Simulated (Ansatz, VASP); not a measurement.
**BN: VASP beside Ansatz**

```xyz
2
Lattice="0.0000 1.8130 1.8130 1.8130 0.0000 1.8130 1.8130 1.8130 0.0000" Properties=species:S:1:pos:R:3 pbc="T T T"
B     0.0442   -0.0442    0.0000
N     2.7195    2.7195    2.7195
```

Change from the starting cell: all B atoms moved +0.062 Å, as atom 1 along Cartesian [1 -1 0].

Alike in both runs: task single point; functional r2SCAN; k mesh 12 × 12 × 12; occupations gaussian, width 0.05 eV; no spin polarisation.

|  | VASP | Ansatz |
| --- | --- | --- |
| version | VASP 6.6.1 | Ansatz 0.2.0 |
| potentials or method | VASP PAW PBE potentials, release 64 (B, N), cutoff 520 eV | scalar-relativistic, plane waves, PAW |
| valence electrons in the cell | 8 | 8 |

Ansatz gave:

```
gap on the k mesh at the Fermi level (eV)                     : 4.40
least direct gap on the mesh (eV)                             : 8.60
pressure (GPa)                                                : -4.0
traceless stress, the component that is largest in VASP (GPa) : -1.23
rms of the force components (eV/Å)                            : 0.859
```

What did VASP give for the same quantities?

gap on the k mesh at the Fermi level (eV): 4.38; least direct gap on the mesh (eV): 8.58; pressure (GPa): -3.0; traceless stress, the component that is largest in VASP (GPa): -1.21; rms of the force components (eV/Å): 0.860.

VASP's potentials were made for PBE, not for r2SCAN. Atom by atom the forces differ by 0.002 eV/Å (rms over components). With one functional, cell and mesh, what is left measures potentials, basis and numerics.
